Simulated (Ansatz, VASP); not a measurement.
Two plane-wave programs on GaP

```xyz
2
Lattice="0.0000 2.6164 2.8167 2.6164 0.0000 2.8167 2.6164 2.6164 0.0000" Properties=species:S:1:pos:R:3 pbc="T T T"
Ga    0.0000    0.0000    0.0000
P     1.3082    1.3082    1.4084
```

Change from the starting cell: epitaxial_xy strain -4.0%.

Alike in both runs: task single point; functional r2SCAN; k mesh 8 × 8 × 8; no spin polarisation.

|  | VASP | Ansatz |
| --- | --- | --- |
| version | VASP 6.6.1 | Ansatz 0.2.0 |
| potentials or method | VASP PAW PBE potentials, release 64 (Ga_d, P) | plane waves, PAW |
| plane-wave cutoff (eV) | 520 | 500 |
| occupations | gaussian, width 0.01 eV | fixed |
| valence electrons in the cell | 18 | 18 |

```tsv
	VASP	Ansatz	Ansatz less VASP
gap on the k mesh at the Fermi level (eV)	1.43	1.43	-0.007
pressure (GPa)	4.6	4.7	+0.05
traceless stress, the component that is largest in VASP (GPa)	-4.66	-4.64	+0.015
```

VASP's potentials were made for PBE, not for r2SCAN.
